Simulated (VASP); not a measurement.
## ScBSbP3: single point with PBE

The system is ScBSbP3.

```
Sc B Sb P
1.0
     4.12499    0.00000    0.00000
     0.00000    8.07214    0.00000
     0.00000    0.00000    4.85396
Sc B Sb P
1 1 1 3
Direct
  0.00000 0.50000 0.50000
  0.00000 0.00000 0.00000
  0.50000 0.00000 0.00000
  0.50000 0.64631 0.00000
  0.50000 0.35369 0.00000
  0.00000 0.50000 0.00000
```

The cell was generated, and may not be a known phase.

```
Program                : VASP 6.6.1
Task                   : single point
Functional             : PBE
Potentials or basis    : VASP PAW PBE potentials, release 64 (Sc_sv, B, Sb_d_GW, P)
Cutoff                 : 560 eV
k mesh                 : 4 × 4 × 2
Occupations            : gaussian, width 0.1 eV
Spin                   : no spin polarisation
Dipole correction      : no
Further INCAR settings : ALGO = Normal; EDIFF = 1e-06; NBANDS = 31
```

```json
{
 "Pressure": "0.0 GPa",
 "Largest force": "0.046 eV/Å",
 "Band gap on the k mesh": "zero (bands 22 and 23 overlap by 1.41 eV)"
}
```

Forces on the atoms (eV/Å):
```
Sc   0.000  0.000  0.000
B    0.000  0.000  0.000
Sb   0.000  0.000  0.000
P    0.000 -0.046  0.000
P    0.000  0.046  0.000
P    0.000  0.000  0.000
```

Stress tensor (GPa, compression positive):
```
-0.02  0.00  0.00
 0.00  0.03  0.00
 0.00  0.00  0.12
```

Levels at points of the mesh, in eV from the Fermi level:
| k point | band 20 | band 21 | band 22 | band 23 | band 24 | band 25 |
| --- | --- | --- | --- | --- | --- | --- |
| (0.00, 0.00, 0.00) | -1.21 | -1.13 | -0.45 | -0.17 | -0.11 | 0.56 |
| (0.50, 0.00, 0.00) | 0.00 | 0.01 | 0.06 | 0.31 | 0.46 | 0.69 |
| (0.00, 0.50, 0.00) | -1.00 | -0.75 | -0.19 | 0.15 | 0.51 | 0.56 |
| (0.50, 0.50, 0.00) | -0.74 | 0.31 | 0.84 | 0.85 | 0.93 | 1.09 |
| (0.00, 0.00, 0.50) | -1.53 | -1.45 | -0.90 | -0.57 | -0.17 | 0.99 |
| (0.50, 0.00, 0.50) | -1.27 | -0.82 | -0.13 | 0.32 | 1.15 | 1.32 |
| (0.00, 0.50, 0.50) | -1.64 | -0.82 | -0.77 | 0.18 | 0.21 | 0.78 |
| (0.50, 0.50, 0.50) | -0.50 | -0.16 | -0.09 | 1.08 | 1.10 | 1.91 |

It took 4.4 min on 1 thread of Intel(R) Xeon(R) Platinum 8259CL CPU @ 2.50GHz (Skylake/Cascade Lake), with other jobs on the host, peak memory 0.34 GiB.

Caveat: the k points lie up to 0.65 Å⁻¹ apart, too coarse for converged energies and pressures of a metal; spin-orbit coupling is left out, which moves the levels of the heavy elements.
